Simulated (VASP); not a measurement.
# Al36H in VASP: single point with PBE+D3(BJ)

Aim: the single point of Al36H with PBE+D3(BJ).

Everything below comes from runs of VASP 6.6.1. Logs are shortened: lines on timing, memory, paths and dates and some standing lists are left out, and cuts for length are marked.

### 1 The cell of the first run

The cell holds a slab with vacuum, 37 atoms: a = 5.629 Å, b = 5.629 Å, c = 35.807 Å, α = 90.00°, β = 90.00°, γ = 120.00°.

### 2 Single point, PBE+D3(BJ)

File INCAR:

```
ALGO = Fast
DIPOL = 0.5 0.5 0.378
EDIFF = 1E-7
ENCUT = 520
GGA = PE
IDIPOL = 3
ISIF = 2
ISMEAR = 0
IVDW = 12
LASPH = T
LCHARG = F
LDIPOL = T
LREAL = Auto
LWAVE = F
NBANDS = 78
NELM = 60
PREC = Accurate
SIGMA = 0.1
```

File KPOINTS:

```
k-points
0
Gamma
  6 6 1
```

File POSCAR:

```
Al36H
1.0
    5.6288445221      0.0000000000      0.0000000000
   -2.8144222610      4.8747223501      0.0000000000
    0.0000000000      0.0000000000     35.8073562139
Al H
36 1
Direct
    0.1666666667      0.3333333333      0.1117088895
    0.1666666667      0.8333333333      0.1117088895
    0.6666666667      0.3333333333      0.1117088895
    0.6666666667      0.8333333333      0.1117088895
    0.0000000000      0.0000000000      0.1762280837
    0.0000000000      0.5000000000      0.1762280837
    0.5000000000      0.0000000000      0.1762280837
    0.5000000000      0.5000000000      0.1762280837
    0.3333333333      0.1666666667      0.2407472780
    0.3333333333      0.6666666667      0.2407472780
    0.8333333333      0.1666666667      0.2407472780
    0.8333333333      0.6666666667      0.2407472780
    0.0000000000      0.0000000000      0.3052664723
    0.0000000000      0.5000000000      0.3052664723
    0.5000000000      0.0000000000      0.3052664723
    0.5000000000      0.5000000000      0.3052664723
    0.1666666667      0.3333333333      0.3692823671
    0.1666666667      0.8333333333      0.3692823671
    0.6666666667      0.3333333333      0.3692823671
    0.6666666667      0.8333333333      0.3692823671
    0.0000000000      0.0000000000      0.4332765596
    0.0000000000      0.5000000000      0.4332765596
    0.5000000000      0.0000000000      0.4332765596
    0.5000000000      0.5000000000      0.4332765596
    0.3333333333      0.1666666667      0.4981718464
    0.3333333333      0.6666666667      0.4981718464
    0.8333333333      0.1666666667      0.4981718464
    0.8333333333      0.6666666667      0.4981718464
    0.0000000000      0.0000000000      0.5626837009
    0.0000000000      0.5000000000      0.5626837009
    0.5000000000      0.0000000000      0.5626837009
    0.5000000000      0.5000000000      0.5626837009
    0.1666666667      0.3333333333      0.6285679423
    0.1666666667      0.8333333333      0.6285679423
    0.6666666667      0.3333333333      0.6285679423
    0.6666666667      0.8333333333      0.6285679423
    0.4166666667      0.5000000000      0.6983859982
```

Potentials or basis: VASP PAW PBE potentials, release 64 (Al, H).

Command:

```sh
cat potpaw_PBE.64/Al/POTCAR potpaw_PBE.64/H/POTCAR > POTCAR
mpirun -np 1 vasp_std > vasp.out
```

OUTCAR:

```text
EDIFF = 1E-7
   ENCUT = 520
   GGA = PE
   ISIF = 2
   ISMEAR = 0
   IVDW = 12
   LASPH = T
   LREAL = Auto
   NELM = 60
   PREC = Accurate
 IVDW          = 12

 ion  position               nearest neighbor table
   1  0.167  0.333  0.112-   2 2.81   2 2.81   3 2.81   3 2.81   4 2.81   4 2.81   5 2.82   8 2.82
                             6 2.82
   2  0.167  0.833  0.112-   1 2.81   1 2.81   4 2.81   4 2.81   3 2.81   3 2.81   6 2.82   7 2.82
                             5 2.82
   3  0.667  0.333  0.112-   4 2.81   4 2.81   1 2.81   1 2.81   2 2.81   2 2.81   7 2.82   6 2.82
                             8 2.82
   4  0.667  0.833  0.112-   3 2.81   3 2.81   2 2.81   2 2.81   1 2.81   1 2.81   8 2.82   5 2.82
                             7 2.82
   5  0.000  0.000  0.176-   6 2.81   6 2.81   7 2.81   7 2.81   8 2.81   8 2.81   1 2.82   4 2.82
                             2 2.82  12 2.82   9 2.82  11 2.82
   6  0.000  0.500  0.176-   5 2.81   5 2.81   8 2.81   8 2.81   7 2.81   7 2.81   2 2.82   3 2.82
                             1 2.82  11 2.82  10 2.82  12 2.82
   7  0.500  0.000  0.176-   8 2.81   8 2.81   5 2.81   5 2.81   6 2.81   6 2.81   3 2.82   2 2.82
                             4 2.82  10 2.82  11 2.82   9 2.82
   8  0.500  0.500  0.176-   7 2.81   7 2.81   6 2.81   6 2.81   5 2.81   5 2.81   4 2.82   1 2.82
                             3 2.82   9 2.82  12 2.82  10 2.82
   9  0.333  0.167  0.241-  10 2.81  10 2.81  11 2.81  11 2.81  12 2.81  12 2.81  16 2.82   8 2.82
[... 40 lines left out ...]
                            27 2.82  33 2.86  36 2.86  34 2.86
  30  0.000  0.500  0.563-  29 2.81  29 2.81  32 2.81  32 2.81  31 2.81  31 2.81  27 2.82  26 2.82
                            28 2.82  34 2.86  35 2.86  33 2.86
  31  0.500  0.000  0.563-  32 2.81  32 2.81  29 2.81  29 2.81  30 2.81  30 2.81  26 2.82  27 2.82
                            25 2.82  35 2.86  34 2.86  36 2.86
  32  0.500  0.500  0.563-  31 2.81  31 2.81  30 2.81  30 2.81  29 2.81  29 2.81  25 2.82  28 2.82
                            26 2.82  36 2.86  33 2.86  35 2.86
  33  0.167  0.333  0.629-  34 2.81  34 2.81  35 2.81  35 2.81  36 2.81  36 2.81  29 2.86  32 2.86
                            30 2.86
  34  0.167  0.833  0.629-  33 2.81  33 2.81  36 2.81  36 2.81  35 2.81  35 2.81  30 2.86  31 2.86
                            29 2.86
  35  0.667  0.333  0.629-  36 2.81  36 2.81  33 2.81  33 2.81  34 2.81  34 2.81  31 2.86  30 2.86
                            32 2.86
  36  0.667  0.833  0.629-  35 2.81  35 2.81  34 2.81  34 2.81  33 2.81  33 2.81  32 2.86  29 2.86
                            31 2.86
  37  0.417  0.500  0.698-

  LATTYP: Found a hexagonal cell.
 ALAT       =     5.6288445221
 C/A-ratio  =     6.3614043830

  Lattice vectors:

 A1 = (   5.6288445221,   0.0000000000,   0.0000000000)
 A2 = (  -2.8144222610,   4.8747223501,   0.0000000000)
 A3 = (   0.0000000000,   0.0000000000,  35.8073562139)

Analysis of symmetry for initial positions (statically):
=====================================================================
 Subroutine PRICEL returns:
 Original cell was already a primitive cell.

 Routine SETGRP: Setting up the symmetry group for a
 hexagonal supercell.

 Subroutine GETGRP returns: Found  1 space group operations
 (whereof  1 operations were pure point group operations)
 out of a pool of 24 trial point group operations.

The static configuration has the point symmetry C_1 .

Analysis of symmetry for dynamics (positions and initial velocities):
=====================================================================
 Subroutine PRICEL returns:
 Original cell was already a primitive cell.

 Routine SETGRP: Setting up the symmetry group for a
 hexagonal supercell.

 Subroutine GETGRP returns: Found  1 space group operations
 (whereof  1 operations were pure point group operations)
 out of a pool of 24 trial point group operations.

The dynamic configuration has the point symmetry C_1 .

 Subroutine INISYM returns: Found  1 space group operations
 (whereof  1 operations are pure point group operations),
 and found     1 'primitive' translations

----------------------------------------------------------------------------------------

                                     Primitive cell

  volume of cell :     982.5200

  direct lattice vectors                    reciprocal lattice vectors
     5.628844522  0.000000000  0.000000000     0.177656355  0.102569944  0.000000000
    -2.814422261  4.874722350  0.000000000     0.000000000  0.205139889  0.000000000
     0.000000000  0.000000000 35.807356214     0.000000000  0.000000000  0.027927222
[... 99 lines left out ...]
     0.034189981  0.034189981  0.027927222

  Shift w.r.t. Gamma in fractional coordinates (k-lattice)
     0.000000000  0.000000000  0.000000000

 Subroutine IBZKPT returns following result:
 ===========================================

 Found     20 irreducible k-points:

 Following reciprocal coordinates:
            Coordinates               Weight
  0.000000  0.000000  0.000000      1.000000
  0.166667  0.000000  0.000000      2.000000
  0.000000  0.166667  0.000000      2.000000
 -0.166667  0.166667  0.000000      2.000000
  0.333333 -0.000000  0.000000      2.000000
  0.000000  0.333333  0.000000      2.000000
[... 12 lines left out ...]
  0.500000 -0.166667  0.000000      2.000000
  0.333333  0.333333  0.000000      2.000000
   k-points           NKPTS =     20   k-points in BZ     NKDIM =     20   number of bands    NBANDS=     78
   number of dos      NEDOS =    301   number of ions     NIONS =     37
   total plane-waves  NPLWV = 476280
   dimension x,y,z NGX =    42 NGY =   42 NGZ =  270
   dimension x,y,z NGXF=    84 NGYF=   84 NGZF=  540
   ions per type =              36   1
   NGX,Y,Z   is equivalent  to a cutoff of  12.40, 12.40, 12.54 a.u.
   NGXF,Y,Z  is equivalent  to a cutoff of  24.81, 24.81, 25.07 a.u.
 SYSTEM =  unknown system
   PREC   = accura    normal or accurate (medium, high low for compatibility)
   ISTART =      0    job   : 0-new  1-cont  2-samecut
   ICHARG =      2    charge: 1-file 2-atom 10-const
   ISPIN  =      1    spin polarized calculation?
   LNONCOLLINEAR =      F non collinear calculations
   LSORBIT =      F    spin-orbit coupling
   LASPH  =      T    aspherical Exc in radial PAW
   ENCUT  =  520.0 eV  38.22 Ry    6.18 a.u.  10.47 10.47 66.58*2*pi/ulx,y,z
   NELM   =     60;   NELMIN=  2; NELMDL= -5     # of ELM steps
   EDIFF  = 0.1E-06   stopping-criterion for ELM
   LREAL  =      T    real-space projection
   EDIFFG = 0.1E-05   stopping-criterion for IOM
   NSW    =      0    number of steps for IOM
   IBRION =     -1    ionic relax: 0-MD 1-quasi-New 2-CG
   NFREE  =      0    steps in history (QN), initial steepest desc. (CG)
   ISIF   =      2    stress and relaxation
   ISYM   =      2    0-nonsym 1-usesym 2-fastsym
   POTIM  = 0.5000    time-step for ionic-motion
   TEBEG  =    0.0;   TEEND  =   0.0 temperature during run
   PSTRESS=    0.0 pullay stress
   NELECT =     109.0000    total number of electrons
   NUPDOWN=      -1.0000    fix difference up-down
   EMIN   =  10.00;   EMAX   =-10.00  energy-range for DOS
   EFERMI =   0.00;   METHOD = LEGACY
   ISMEAR =     0;   SIGMA  =   0.10  broadening in eV -4-tet -1-fermi 0-gaus
   EFERMI_NEDOS =   21; number of points for ismear=-14 and -15
   IALGO  =     68    algorithm
   IMIX   =      4    mixing-type and parameters
     AMIX     =   0.40;   BMIX     =  1.00
     AMIX_MAG =   1.60;   BMIX_MAG =  1.00
  volume/ion in A,a.u.               =      26.55       179.20
  Fermi-wavevector in a.u.,A,eV,Ry     =   0.786629  1.486513  8.419080  0.618785
  Thomas-Fermi vector in A             =   1.891206
   LORBIT       =      0    0 simple, 1 ext, 2 COOP (PROOUT), +10 PAW based schemes
   GGA     = PE    functional components
   LHFCALC =     F    Hartree Fock is set to
   AEXX    =    0.0000 exact exchange contribution
   IVDW    =    12    specifies the selected vdW correction
   LEPSILON=     F    determine dielectric tensor
   LRPA    =     F    only Hartree local field effects (RPA)
 non-spin polarized calculation
 RMM-DIIS sequential band-by-band and
 Gauss-broadening in eV      SIGMA  =   0.10
  energy-cutoff  :      520.00
  volume of cell :      982.52
 maximum number of plane-waves:     26569
 NGX is ok and might be reduce to    42
   NGX = 21   NGY = 21   NGZ =133

 dipolmoment           0.000000      0.000000     -0.415972 electrons x Angstroem

 number of electron     109.0000001 magnetization

 dipolmoment           0.000000      0.000000      0.237673 electrons x Angstroem

 Free energy of the ion-electron system (eV)
  ---------------------------------------------------
  ext. energy  EPLUGINS =         0.00000000
  ---------------------------------------------------
  free energy    TOTEN  =      -133.04511877 eV

  energy without entropy =     -132.96170527  energy(sigma->0) =     -133.00341202

 E-fermi :   2.9142     XC(G=0):  -6.6315

 val. band max:        2.9099464457   @ k =  -0.1667   0.3333   0.0000
 cond. band min:       2.9381754689   @ k =   0.1667   0.1667   0.0000
 fundamental gap:      0.0282290231
 Fermi energy:         2.9142120925

 k-point     1 :       0.0000    0.0000    0.0000
  band No.  band energies     occupation
      1      -8.3927      2.00000
      2      -8.1280      2.00000
      3      -7.7417      2.00000
      4      -7.1887      2.00000
      5      -6.5095      2.00000
      6      -5.6964      2.00000
[... 1369 lines left out ...]
     65       5.5245      0.00000
     66       5.5252      0.00000
 [bands above 66 left out]

------------------------ aborting loop because EDIFF is reached ----------------------------------------

 vacuum level on the upper side and lower side of the slab       (xc-potential included)         0.751        -0.790

 Edisp (eV)  -11.28026

 E8    (eV) :    -5.1097

  FORCE on cell =-STRESS in cart. coord.  units (eV):
  Direction    XX          YY          ZZ          XY          YZ          ZX
  --------------------------------------------------------------------------------------
  -------------------------------------------------------------------------------------
  Total      -3.96379    -4.07448    -2.41379    -0.36264    -0.13926    -0.30940
  in kB      -6.46368    -6.64417    -3.93613    -0.59135    -0.22709    -0.50454
  external pressure =       -5.68 kB  Pullay stress =        0.00 kB

 VOLUME and BASIS-vectors are now :
 -----------------------------------------------------------------------------
  energy-cutoff  :      520.00
  volume of cell :      982.52
      direct lattice vectors                 reciprocal lattice vectors
     5.628844522  0.000000000  0.000000000     0.177656355  0.102569944  0.000000000
    -2.814422261  4.874722350  0.000000000     0.000000000  0.205139889  0.000000000
     0.000000000  0.000000000 35.807356214     0.000000000  0.000000000  0.027927222

 POSITION                                       TOTAL-FORCE (eV/Angst)
 -----------------------------------------------------------------------------------
      0.00000      1.62491      4.00000         0.027100      0.020092     -0.108128
     -1.40721      4.06227      4.00000         0.005982     -0.001896     -0.113763
      2.81442      1.62491      4.00000        -0.029321      0.015907     -0.104366
      1.40721      4.06227      4.00000        -0.004957     -0.034249     -0.106249
      0.00000      0.00000      6.31026        -0.002172      0.020343      0.119732
     -1.40721      2.43736      6.31026         0.030370     -0.003453      0.122578
[... 29 lines left out ...]
      1.40721      4.06227     22.50736        -0.022076     -0.113205      0.375758
      0.93814      2.43736     25.00736        -0.110783     -0.059398     -1.297321
 -----------------------------------------------------------------------------------
    total drift:                               -0.000015      0.000007     -0.055217

  FREE ENERGIE OF THE ION-ELECTRON SYSTEM (eV)
  ---------------------------------------------------
  free  energy   TOTEN  =      -144.3253816723 eV

  energy  without entropy=     -144.2419681675  energy(sigma->0) =     -144.28367492

 vacuum level on the upper side and lower side of the slab         8.515         6.946
```

Wall time 60 min (1 thread of Oxide Virtual Turin-like, shared host); peak memory 1.4 GiB.

Results:

* Free energy: -144.3254 eV
* Largest force: 1.303 eV/Å
* Band gap on the k mesh: zero (an odd number of electrons rules out a gap without spin polarisation)
* Dispersion energy per atom: -0.305 eV

Forces in eV/Å, atoms in the order of the input:
```
Al   0.027  0.020 -0.108
Al   0.006 -0.002 -0.114
Al  -0.029  0.016 -0.104
Al  -0.005 -0.034 -0.106
Al  -0.002  0.020  0.120
Al   0.030 -0.003  0.123
Al   0.001 -0.015  0.129
Al  -0.029 -0.002  0.077
Al  -0.006  0.036 -0.020
Al   0.030 -0.024 -0.023
Al   0.007  0.003 -0.030
Al  -0.028 -0.016 -0.021
Al   0.011  0.001  0.003
Al   0.014  0.013  0.008
Al  -0.010 -0.015  0.002
Al  -0.020  0.001  0.059
Al   0.032  0.026  0.018
Al   0.004 -0.002  0.000
Al  -0.030  0.014 -0.013
Al  -0.009 -0.038  0.003
Al   0.021  0.002  0.024
Al   0.022  0.014  0.035
Al  -0.007 -0.015  0.054
Al  -0.020 -0.002 -0.017
Al  -0.008  0.002 -0.030
Al   0.004 -0.006 -0.052
Al  -0.011  0.001  0.021
Al   0.004  0.010 -0.008
Al  -0.021  0.004 -0.047
Al  -0.007 -0.039 -0.039
Al   0.050  0.032 -0.051
Al  -0.009  0.002  0.086
Al   0.187  0.145  0.797
Al  -0.034  0.014 -0.029
Al  -0.033  0.011  0.173
Al  -0.022 -0.113  0.376
H   -0.111 -0.059 -1.297
```

Levels at points of the mesh, in eV from the Fermi level:
| k point | band 51 | band 52 | band 53 | band 54 | band 55 | band 56 | band 57 | band 58 |
| --- | --- | --- | --- | --- | --- | --- | --- | --- |
| (0.00, 0.00, 0.00) | -1.39 | -1.28 | -1.28 | -1.23 | -0.65 | -0.55 | -0.54 | -0.48 |
| (0.50, 0.00, 0.00) | -0.25 | -0.14 | -0.11 | -0.08 | -0.06 | 0.28 | 0.44 | 0.44 |
| (0.00, 0.50, 0.00) | -0.26 | -0.14 | -0.11 | -0.08 | -0.05 | 0.28 | 0.44 | 0.44 |
| (0.50, 0.50, 0.00) | -0.26 | -0.14 | -0.11 | -0.08 | -0.05 | 0.28 | 0.44 | 0.44 |

The gap in the log of VASP goes by the Fermi energy; the results here count the filled bands.